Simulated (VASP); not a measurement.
Set up this calculation in VASP 6.6.1, as the native input.

| Item | Value |
| --- | --- |
| Task | single point |
| Functional | PBE |
| Potentials or basis | VASP PAW PBE potentials, release 64 (Ga_d, N) |
| Cutoff | 520 eV |
| k mesh | 10 × 10 × 10 |
| Occupations | fermi-dirac, width 0.02 eV |
| Spin | no spin polarisation |
| Dipole correction | no |
| Further INCAR settings | ALGO = Normal; EDIFF = 1e-06; NBANDS = 16 |

The structure of GaN lies in POSCAR:

```
GaN
1.0
    0.0105425762      2.1085152362      2.1085152362
    2.1085152362      0.0105425762      2.1085152362
    2.1190578124      2.1190578124      0.0000000000
Ga N
1 1
Direct
    0.0000000000      0.0000000000      0.0000000000
    0.5000000000      0.5000000000      0.5000000000
```

This cell differs from its parent crystal: shear xy strain +1.0%.

These files were run (other wordings do the same):

INCAR

```
  PREC = Accurate
  ENCUT = 520
  EDIFF = 1E-6
  ISMEAR = -1
  SIGMA = 0.02
  LREAL = F
  LASPH = T
  NELM = 100
  ALGO = Normal
  ISIF = 2
  LWAVE = F
  LCHARG = F
  GGA = PE
  NBANDS = 16
```

KPOINTS

```
regular mesh
0
Gamma
  10 10 10
```

Potentials or basis: VASP PAW PBE potentials, release 64 (Ga_d, N).

Command:

```console
$ cat potpaw_PBE.64/Ga_d/POTCAR potpaw_PBE.64/N/POTCAR > POTCAR
$ mpirun -np 1 vasp_std > vasp.out
```

Results of the run:

```
Pressure               : 9.1 GPa
Band gap on the k mesh : 0.62 eV, indirect (least direct gap 2.77 eV)
```

Caveat: the cell differs from its parent crystal (shear xy strain +1.0%).

Wall time 44 s on 1 thread of Intel Xeon 6975P-C (shared host), peak memory 0.18 GiB.
